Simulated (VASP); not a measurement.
# Cu (Fm-3m) in VASP: a series of runs

Cu is run at these levels: PBE; tasks: single point.

Program: VASP 6.6.1. These are calculated values, not measurements. Logs are shortened: lines on timing, memory, paths and dates and some standing lists are left out, and cuts for length are marked.

### 1 The cell of the first run

It takes space group Fm-3m (No. 225, cubic). Conventional cell: a = 3.615 Å, b = 3.615 Å, c = 3.615 Å, α = 90.00°, β = 90.00°, γ = 90.00°. Within 3.4 Å of Cu (site symmetry m-3m) lie 12 Cu at 2.56 Å.

### 2 Single point, PBE

Contents of INCAR:

```
PREC     = Accurate       # precision mode
ENCUT    = 600            # plane-wave cutoff, eV
EDIFF    = 1E-6           # SCF threshold, eV
ISMEAR   = -1             # smearing method
SIGMA    = 0.1            # smearing width, eV
LREAL    = False          # projectors in reciprocal space
LASPH    = True           # aspherical terms in the spheres
NELM     = 120            # most SCF steps
ALGO     = Normal         # electronic algorithm
ISIF     = 2              # what is computed and relaxed
LWAVE    = False          # write WAVECAR
LCHARG   = False          # write CHGCAR
GGA      = PE             # functional
NBANDS   = 12             # bands
GGA_COMPAT= False
```

Contents of KPOINTS:

```
Automatic mesh
0
Gamma
  4 4 4
```

Contents of POSCAR:

```
Cu
1.0
    0.0000000000      1.8075000000      1.8075000000
    1.8075000000      0.0000000000      1.8075000000
    1.8075000000      1.8075000000      0.0000000000
Cu
1
Direct
    0.0000000000      0.0000000000      0.0000000000
```

Potentials or basis: VASP PAW PBE potentials, release 64 (Cu).

The run is started by

```
> cat potpaw_PBE.64/Cu/POTCAR > POTCAR
> mpirun -np 1 vasp_std > vasp.out
```

OUTCAR:

```text
PREC = Accurate
   ENCUT = 600
   EDIFF = 1E-6
   ISMEAR = -1
   LREAL = False
   LASPH = True
   NELM = 120
   ISIF = 2
   GGA = PE

 ion  position               nearest neighbor table
   1  0.000  0.000  0.000-

  LATTYP: Found a face centered cubic cell.
 ALAT       =     3.6150000000

  Lattice vectors:

 A1 = (   0.0000000000,   1.8075000000,   1.8075000000)
 A2 = (   1.8075000000,   0.0000000000,   1.8075000000)
 A3 = (   1.8075000000,   1.8075000000,   0.0000000000)

Analysis of symmetry for initial positions (statically):
=====================================================================
 Subroutine PRICEL returns:
 Original cell was already a primitive cell.

 Routine SETGRP: Setting up the symmetry group for a
 face centered cubic supercell.

 Subroutine GETGRP returns: Found 48 space group operations
 (whereof 48 operations were pure point group operations)
 out of a pool of 48 trial point group operations.

The static configuration has the point symmetry O_h .

Analysis of symmetry for dynamics (positions and initial velocities):
=====================================================================
 Subroutine PRICEL returns:
 Original cell was already a primitive cell.

 Routine SETGRP: Setting up the symmetry group for a
 face centered cubic supercell.

 Subroutine GETGRP returns: Found 48 space group operations
 (whereof 48 operations were pure point group operations)
 out of a pool of 48 trial point group operations.

The dynamic configuration has the point symmetry O_h .

 Subroutine INISYM returns: Found 48 space group operations
 (whereof 48 operations are pure point group operations),
 and found     1 'primitive' translations

----------------------------------------------------------------------------------------

                                     Primitive cell

  volume of cell :      11.8104

  direct lattice vectors                    reciprocal lattice vectors
     0.000000000  1.807500000  1.807500000    -0.276625173  0.276625173  0.276625173
     1.807500000  0.000000000  1.807500000     0.276625173 -0.276625173  0.276625173
     1.807500000  1.807500000  0.000000000     0.276625173  0.276625173 -0.276625173

  length of vectors
     2.556191014  2.556191014  2.556191014     0.479128854  0.479128854  0.479128854

  position of ions in fractional coordinates (direct lattice)
     0.000000000  0.000000000  0.000000000

  ion indices of the primitive-cell ions
   primitive index   ion index
                 1           1

----------------------------------------------------------------------------------------

 KPOINTS: Automatic mesh

Automatic generation of k-mesh.
 Grid dimensions read from file:
 generate k-points for:    4    4    4

 Generating k-lattice:

  Cartesian coordinates                     Fractional coordinates (reciprocal lattice)
    -0.069156293  0.069156293  0.069156293     0.250000000  0.000000000  0.000000000
     0.069156293 -0.069156293  0.069156293     0.000000000  0.250000000  0.000000000
     0.069156293  0.069156293 -0.069156293     0.000000000  0.000000000  0.250000000

  Length of vectors
     0.119782214  0.119782214  0.119782214

  Shift w.r.t. Gamma in fractional coordinates (k-lattice)
     0.000000000  0.000000000  0.000000000

 Subroutine IBZKPT returns following result:
 ===========================================

 Found      8 irreducible k-points:

 Following reciprocal coordinates:
            Coordinates               Weight
  0.000000  0.000000  0.000000      1.000000
  0.250000  0.000000  0.000000      8.000000
  0.500000  0.000000  0.000000      4.000000
  0.250000  0.250000  0.000000      6.000000
  0.500000  0.250000  0.000000     24.000000
 -0.250000  0.250000  0.000000     12.000000
  0.500000  0.500000  0.000000      3.000000
 -0.250000  0.500000  0.250000      6.000000
   k-points           NKPTS =      8   k-points in BZ     NKDIM =      8   number of bands    NBANDS=     12
   number of dos      NEDOS =    301   number of ions     NIONS =      1
   total plane-waves  NPLWV =   8000
   dimension x,y,z NGX =    20 NGY =   20 NGZ =   20
   dimension x,y,z NGXF=    40 NGYF=   40 NGZF=   40
   ions per type =               1
   NGX,Y,Z   is equivalent  to a cutoff of  13.01, 13.01, 13.01 a.u.
   NGXF,Y,Z  is equivalent  to a cutoff of  26.01, 26.01, 26.01 a.u.
 SYSTEM =  unknown system
   PREC   = accura    normal or accurate (medium, high low for compatibility)
   ISTART =      0    job   : 0-new  1-cont  2-samecut
   ICHARG =      2    charge: 1-file 2-atom 10-const
   ISPIN  =      1    spin polarized calculation?
   LNONCOLLINEAR =      F non collinear calculations
   LSORBIT =      F    spin-orbit coupling
   LASPH  =      T    aspherical Exc in radial PAW
   ENCUT  =  600.0 eV  44.10 Ry    6.64 a.u.   5.11  5.11  5.11*2*pi/ulx,y,z
   NELM   =    120;   NELMIN=  2; NELMDL= -5     # of ELM steps
   EDIFF  = 0.1E-05   stopping-criterion for ELM
   LREAL  =      F    real-space projection
   EDIFFG = 0.1E-04   stopping-criterion for IOM
   NSW    =      0    number of steps for IOM
   IBRION =     -1    ionic relax: 0-MD 1-quasi-New 2-CG
   NFREE  =      0    steps in history (QN), initial steepest desc. (CG)
   ISIF   =      2    stress and relaxation
   ISYM   =      2    0-nonsym 1-usesym 2-fastsym
   POTIM  = 0.5000    time-step for ionic-motion
   TEBEG  =    0.0;   TEEND  =   0.0 temperature during run
   PSTRESS=    0.0 pullay stress
   NELECT =      11.0000    total number of electrons
   NUPDOWN=      -1.0000    fix difference up-down
   EMIN   =  10.00;   EMAX   =-10.00  energy-range for DOS
   EFERMI =   0.00;   METHOD = LEGACY
   ISMEAR =    -1;   SIGMA  =   0.10  broadening in eV -4-tet -1-fermi 0-gaus
   EFERMI_NEDOS =   21; number of points for ismear=-14 and -15
   IALGO  =     38    algorithm
   IMIX   =      4    mixing-type and parameters
     AMIX     =   0.40;   BMIX     =  1.00
     AMIX_MAG =   1.60;   BMIX_MAG =  1.00
  volume/ion in A,a.u.               =      11.81        79.70
  Fermi-wavevector in a.u.,A,eV,Ry     =   1.598763  3.021224 34.777078  2.556043
  Thomas-Fermi vector in A             =   2.696162
   LORBIT       =      0    0 simple, 1 ext, 2 COOP (PROOUT), +10 PAW based schemes
   GGA     = PE    functional components
   LHFCALC =     F    Hartree Fock is set to
   AEXX    =    0.0000 exact exchange contribution
   IVDW    =     0    specifies the selected vdW correction
   LEPSILON=     F    determine dielectric tensor
   LRPA    =     F    only Hartree local field effects (RPA)
 non-spin polarized calculation
  energy-cutoff  :      600.00
  volume of cell :       11.81
 maximum number of plane-waves:       411
   NGX = 11   NGY = 11   NGZ = 11

 number of electron      11.0000001 magnetization

 Free energy of the ion-electron system (eV)
  ---------------------------------------------------
  ext. energy  EPLUGINS =         0.00000000
  ---------------------------------------------------
  free energy    TOTEN  =        -3.57154659 eV

  energy without entropy =       -3.55850654  energy(sigma->0) =       -3.56502656

 E-fermi :   8.1961     XC(G=0): -12.7312

 val. band max:        7.2525057912   @ k =  -0.2500   0.2500   0.0000
 cond. band min:       8.5095571221   @ k =   0.5000   0.2500   0.0000
 fundamental gap:      1.2570513309
 Fermi energy:         8.1960628988

 k-point     1 :       0.0000    0.0000    0.0000
  band No.  band energies     occupation
      1      -1.7681      2.00000
      2       4.5317      2.00000
      3       4.5317      2.00000
      4       4.5317      2.00000
      5       5.3533      2.00000
      6       5.3533      2.00000
      7      30.1795      0.00000
      8      32.8212      0.00000
      9      32.8212      0.00000
     10      32.8212      0.00000
     11      35.3089      0.00000
     12      35.3089      0.00000

 k-point     2 :       0.2500    0.0000    0.0000
  band No.  band energies     occupation
      1       0.3531      2.00000
      2       4.2819      2.00000
      3       4.6876      2.00000
      4       4.6876      2.00000
      5       5.4357      2.00000
      6       5.4357      2.00000
      7      20.0247      0.00000
      8      30.0576      0.00000
      9      30.4001      0.00000
     10      30.4001      0.00000
     11      36.0733      0.00000
     12      36.0733      0.00000

 k-point     3 :       0.5000    0.0000    0.0000
  band No.  band energies     occupation
      1       2.4918      2.00000
      2       4.4994      2.00000
      3       4.4994      2.00000
      4       5.9199      2.00000
      5       5.9199      2.00000
      6       6.5812      2.00000
      7      11.3271      0.00000
      8      28.6717      0.00000
      9      29.6509      0.00000
     10      29.6509      0.00000
     11      32.6553      0.00000
     12      32.6553      0.00000

 k-point     4 :       0.2500    0.2500    0.0000
  band No.  band energies     occupation
      1       0.9937      2.00000
      2       3.8169      2.00000
      3       4.9002      2.00000
      4       5.1910      2.00000
      5       5.1910      2.00000
      6       5.6245      2.00000
      7      24.6806      0.00000
      8      24.6806      0.00000
      9      25.9106      0.00000
     10      26.5401      0.00000
     11      29.6986      0.00000
     12      44.6107      0.00000

 k-point     5 :       0.5000    0.2500    0.0000
  band No.  band energies     occupation
      1       3.1342      2.00000
      2       3.7001      2.00000
      3       4.5583      2.00000
      4       5.1689      2.00000
      5       5.9601      2.00000
      6       8.5096      0.08338
      7      14.2879      0.00000
      8      20.1440      0.00000
      9      23.6788      0.00000
     10      27.1770      0.00000
     11      36.9141      0.00000
     12      41.1438      0.00000

 k-point     6 :      -0.2500    0.2500    0.0000
  band No.  band energies     occupation
      1       2.8786      2.00000
      2       4.0318      2.00000
      3       4.2373      2.00000
      4       5.0293      2.00000
      5       5.3510      2.00000
      6       7.2525      1.99984
      7      17.2868      0.00000
      8      18.4873      0.00000
      9      28.0691      0.00000
     10      29.2581      0.00000
     11      37.7506      0.00000
     12      38.7657      0.00000

 k-point     7 :       0.5000    0.5000    0.0000
  band No.  band energies     occupation
      1       2.6872      2.00000
      2       3.1419      2.00000
      3       5.9022      2.00000
      4       6.0621      2.00000
      5       6.0621      2.00000
      6       9.0813      0.00029
      7      14.6872      0.00000
      8      20.6640      0.00000
      9      20.6640      0.00000
     10      25.1517      0.00000
     11      27.8372      0.00000
     12      49.6749      0.00000

 k-point     8 :      -0.2500    0.5000    0.2500
  band No.  band energies     occupation
      1       3.4240      2.00000
      2       4.0286      2.00000
      3       4.0286      2.00000
      4       5.3126      2.00000
      5       6.0629      2.00000
      6      13.7807      0.00000
      7      13.7807      0.00000
      8      15.8768      0.00000
      9      16.3828      0.00000
     10      35.8226      0.00000
     11      35.8226      0.00000
     12      37.0487      0.00000

------------------------ aborting loop because EDIFF is reached ----------------------------------------

  FORCE on cell =-STRESS in cart. coord.  units (eV):
  Direction    XX          YY          ZZ          XY          YZ          ZX
  --------------------------------------------------------------------------------------
  -------------------------------------------------------------------------------------
  Total        0.2989973      0.2989973      0.2989973      0.0000000      0.0000000     -0.0000000
  in kB       40.5614039     40.5614039     40.5614039      0.0000000      0.0000000     -0.0000000
  external PRESSURE =      40.5614039 kB  Pullay stress =       0.0000000 kB

 VOLUME and BASIS-vectors are now :
 -----------------------------------------------------------------------------
  energy-cutoff  :      600.00
  volume of cell :       11.81
      direct lattice vectors                 reciprocal lattice vectors
     0.000000000  1.807500000  1.807500000    -0.276625173  0.276625173  0.276625173
     1.807500000  0.000000000  1.807500000     0.276625173 -0.276625173  0.276625173
     1.807500000  1.807500000  0.000000000     0.276625173  0.276625173 -0.276625173

 POSITION                                       TOTAL-FORCE (eV/Angst)
 -----------------------------------------------------------------------------------
      0.00000      0.00000      0.00000         0.000000      0.000000      0.000000
 -----------------------------------------------------------------------------------
    total drift:                                0.000000      0.000000      0.000000

  FREE ENERGIE OF THE ION-ELECTRON SYSTEM (eV)
  ---------------------------------------------------
  free  energy   TOTEN  =        -3.5715465892 eV

  energy  without entropy=       -3.5585065396  energy(sigma->0) =       -3.56502656
```

Run time: 4.3 s. Hardware: 1 thread of Intel Xeon 8259CL, shared host; peak memory 0.12 GiB.

What came out:

| Property | Result |
| --- | --- |
| Free energy | -3.5715 eV |
| Pressure | 4.1 GPa |

Levels at points of the mesh, in eV from the Fermi level:
| k point | band 2 | band 3 | band 4 | band 5 | band 6 | band 7 | band 8 | band 9 | band 10 | band 11 |
| --- | --- | --- | --- | --- | --- | --- | --- | --- | --- | --- |
| (0.00, 0.00, 0.00) | -3.66 | -3.66 | -3.66 | -2.84 | -2.84 | 21.98 | 24.63 | 24.63 | 24.63 | 27.11 |
| (0.50, 0.00, 0.00) | -3.70 | -3.70 | -2.28 | -2.28 | -1.61 | 3.13 | 20.48 | 21.45 | 21.45 | 24.46 |
| (0.50, 0.50, 0.00) | -5.05 | -2.29 | -2.13 | -2.13 | 0.89 | 6.49 | 12.47 | 12.47 | 16.96 | 19.64 |

Caveat: the k points lie up to 0.75 Å⁻¹ apart.

### 3 Single point, PBE

Contents of INCAR:

```
SYSTEM = Cu
PREC     = Accurate       ! precision mode
ENCUT    = 600            ! plane-wave cutoff, eV
EDIFF    = 1E-6           ! SCF threshold, eV
ISMEAR   = -1             ! smearing method
SIGMA    = 0.1            ! smearing width, eV
LREAL    = .FALSE.        ! projectors in reciprocal space
LASPH    = .TRUE.         ! aspherical terms in the spheres
NELM     = 120            ! most SCF steps
ALGO     = Normal         ! electronic algorithm
ISIF     = 2              ! what is computed and relaxed
LWAVE    = .FALSE.        ! write WAVECAR
LCHARG   = .FALSE.        ! write CHGCAR
GGA      = PE             ! functional
NBANDS   = 12             ! bands
GGA_COMPAT= .FALSE.
```

Contents of KPOINTS:

```
Automatic mesh
0
G
  5 5 5
  0 0 0
```

POSCAR is that of step 2.

Potentials or basis: VASP PAW PBE potentials, release 64 (Cu).

The run is started by

```
> cat potpaw_PBE.64/Cu/POTCAR > POTCAR
> mpirun -np 1 vasp_std > vasp.out
```

Run time: 4.3 s. Hardware: 1 thread of Intel Xeon 8259CL, shared host; peak memory 0.12 GiB.

Results (log left out):

```yaml
Free_energy: -3.8314 eV
Pressure: 1.7 GPa
```

Levels at points of the mesh, in eV from the Fermi level:
```tsv
k point	band 2	band 3	band 4	band 5	band 6	band 7	band 8	band 9	band 10	band 11
(0.00, 0.00, 0.00)	-2.46	-2.46	-2.46	-1.64	-1.64	23.11	25.76	25.76	25.76	28.26
```

Caveat: the k points lie up to 0.60 Å⁻¹ apart.

### 4 Single point, PBE

Contents of INCAR:

```
PREC = Accurate ; ENCUT = 600
EDIFF = 1E-6 ; ISMEAR = -1
SIGMA = 0.1 ; LREAL = False
LASPH = True ; NELM = 120
ALGO = Normal ; ISIF = 2
LWAVE = False ; LCHARG = True
GGA = PE ; LELF = True
LVHAR = True ; NBANDS = 12
GGA_COMPAT = False
```

Contents of KPOINTS:

```
Automatic mesh
0
Gamma
  6 6 6
```

POSCAR is that of step 3.

The run is started by

```
> cat potpaw_PBE.64/Cu/POTCAR > POTCAR
> mpirun -np 1 vasp_std > vasp.out
```

It took 6.8 s on 1 thread of Intel Xeon 8259CL, shared host; peak memory 0.12 GiB.

Results (log left out):

```yaml
Free_energy: -3.6754 eV
Pressure: 3.5 GPa
```

Levels at points of the mesh, in eV from the Fermi level:
```csv
k point,band 3,band 4,band 5,band 6,band 7,band 8,band 9,band 10
"(0.00, 0.00, 0.00)",-3.01,-3.01,-2.19,-2.19,22.62,25.26,25.26,25.26
"(0.50, 0.00, 0.00)",-3.04,-1.62,-1.62,-0.98,3.78,21.11,22.09,22.09
"(0.50, 0.50, 0.00)",-1.64,-1.48,-1.48,1.52,7.13,13.10,13.10,17.60
```

Caveat: the k points lie up to 0.50 Å⁻¹ apart.

### 5 The runs side by side

| k mesh | gap on the mesh (eV) | pressure (GPa) |
| --- | --- | --- |
| 4 × 4 × 4 | none | 4.1 |
| 5 × 5 × 5 | none | 1.7 |
| 6 × 6 × 6 | none | 3.5 |

Alike in all rows: task single point; level PBE; potentials or basis VASP PAW PBE potentials, release 64 (Cu); no spin polarisation; cell as given; cutoff (eV) 600; smearing fermi-dirac 0.1 eV.

Caveats: all runs use coarse meshes.

Total energies depend on the potentials used, so only differences within one code and one set of settings carry meaning.
